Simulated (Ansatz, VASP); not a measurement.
# Two plane-wave programs on Si

POSCAR

```
Si
1.0
   -2.3393228040      2.3393228040      1.3113001418
    2.3393228040     -2.3393228040      1.3113001418
    2.3393228040      2.3393228040     -1.3113001418
Si
2
Direct
    0.5000000000      0.5000000000      0.0000000000
    0.2500000000      0.7500000000      0.5000000000
```

The input INCAR.step1:

```
SYSTEM = Si
  PREC = Accurate
  ENCUT = 520
  ISMEAR = -1
  SIGMA = 0.05
  LREAL = .False.
  LASPH = .True.
  NELM = 100
  NBANDS = 11
  GGA = PE
  ALGO = Normal
  EDIFF = 1E-4
  LWAVE = .True.
  LCHARG = .False.
```

File INCAR.step2:

```
SYSTEM = Si
  PREC = Accurate
  ENCUT = 520
  EDIFF = 1E-6
  ISMEAR = -1
  SIGMA = 0.05
  LREAL = .False.
  LASPH = .True.
  NELM = 100
  ALGO = Normal
  ISIF = 2
  LWAVE = .False.
  LCHARG = .True.
  METAGGA = R2SCAN
  LMIXTAU = .True.
  LELF = .True.
  LVHAR = .True.
  NBANDS = 11
  ISTART = 1
```

The input KPOINTS:

```
Automatic mesh
0
Gamma
  11 11 11
  0 0 0
```

Contents of input.yaml:

```yaml
crystal:
  lattice:
    - [-2.339322804, 2.339322804, 1.3113001418]
    - [2.339322804, -2.339322804, 1.3113001418]
    - [2.339322804, 2.339322804, -1.3113001418]
  atoms:
    - { symbol: Si, position: [0.5, 0.5, 0.0] }
    - { symbol: Si, position: [0.25, 0.75, 0.5] }
hamiltonian:
  xc: r2scan
  pseudopotentials: { kind: paw }
kpoints:
  mp_grid: { grid: [11, 11, 11] }
scf:
  occupations: { method: fermi_dirac, width: 0.05 }
output:
  forces: true
  stress: true
  eigenvalues: true
  write_density: true
  write_potential: true
  elf: true
  volumetric_format: npy
```

Alike in both runs: task single point; functional r2SCAN; k mesh 11 × 11 × 11; occupations fermi-dirac, width 0.05 eV; no spin polarisation.

```csv
,VASP,Ansatz
version,VASP 6.6.1,Ansatz 0.2.0
potentials or method,"VASP PAW PBE potentials, release 64 (Si)",Ansatz PAW
plane-wave cutoff (eV),520,500
valence electrons in the cell,8,8
```

|  | VASP | Ansatz | Ansatz less VASP |
| --- | --- | --- | --- |
| gap on the k mesh at the Fermi level (eV) | none | none | - |
| pressure (GPa) | 7.8 | 7.9 | +0.13 |
| traceless stress, the component that is largest in VASP (GPa) | -1.90 | -2.00 | -0.100 |

VASP's potentials were made for PBE, not for r2SCAN. A gap of «none» marks a metal or a gap that the smearing closes.
